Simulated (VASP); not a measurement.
A run of VASP 6.6.1:

Contents of INCAR:

```
SYSTEM = SbAs2
PREC = Accurate
ENCUT = 520
EDIFF = 1E-6
ISMEAR = 0
SIGMA = 0.1
LREAL = .FALSE.
LASPH = .TRUE.
NELM = 100
ALGO = Normal
ISIF = 2
LWAVE = .FALSE.
LCHARG = .FALSE.
LDIPOL = .TRUE.
IDIPOL = 3
DIPOL = 0.5 0.5 0.500
GGA = PE
NBANDS = 14
```

Contents of KPOINTS:

```
regular mesh
0
G
  4 4 1
  0 0 0
```

POSCAR

```
SbAs2
1.0
    4.3885081500      0.0000000000      0.0000000000
    0.0000000000      4.3885081500      0.0000000000
    0.0000000000      0.0000000000     17.0000000000
Sb As
1 2
Direct
    0.0000000000      0.0000000000      0.5000000000
    0.0000000000      0.5000000000      0.4256358300
    0.5000000000      0.0000000000      0.5743641700
```

Potentials or basis: VASP PAW PBE potentials, release 64 (Sb, As).

Launch:

```sh
$ cat potpaw_PBE.64/Sb/POTCAR potpaw_PBE.64/As/POTCAR > POTCAR
$ mpirun -np 1 vasp_std > vasp.out
```

Hardware: 1 thread of Intel(R) Xeon(R) 6975P-C (Granite Rapids), with other jobs on the host.

How long does it take, and how much memory?

Wall time 30 s on 1 thread of Intel(R) Xeon(R) 6975P-C (Granite Rapids), on a shared host, peak memory 0.38 GiB. Counts: scf iterations 20, k points 6.
